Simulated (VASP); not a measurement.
ZnCu:

```xyz
2
Lattice="2.9450 0.0000 0.0000 0.0000 2.9450 0.0000 0.0000 0.0000 2.9450" Properties=species:S:1:pos:R:3 pbc="T T T"
Zn    1.4725    1.4725    1.4725
Cu    0.0000    0.0000    0.0000
```

Base run:

- Program: VASP 6.6.1
- Functional: PBE
- Potentials or basis: VASP PAW PBE potentials, release 64 (Zn, Cu)
- Cutoff: 520 eV
- k mesh: 10 × 10 × 10
- Occupations: fermi-dirac, width 0.05 eV
- Spin: collinear spin
- Starting moments: [0.0, 1.2] μB
- Fixed moment: 1.2 μB

Its results: pressure 11.3 GPa; site moments Zn +0.31; Cu +0.51 μB.

Question: The run is repeated on the same cell with these changes: fixed moment from 1.2 μB to 0.8 μB; moments at the start from [0.0, 1.2] to [0.0, 0.8]. What comes out?

Answer: Pressure 6.4 GPa; site moments Zn +0.20; Cu +0.33 μB.

Caveats: the cell stands under pressure; the total moment is fixed, so each spin has its own Fermi level and the state may be an excited one.
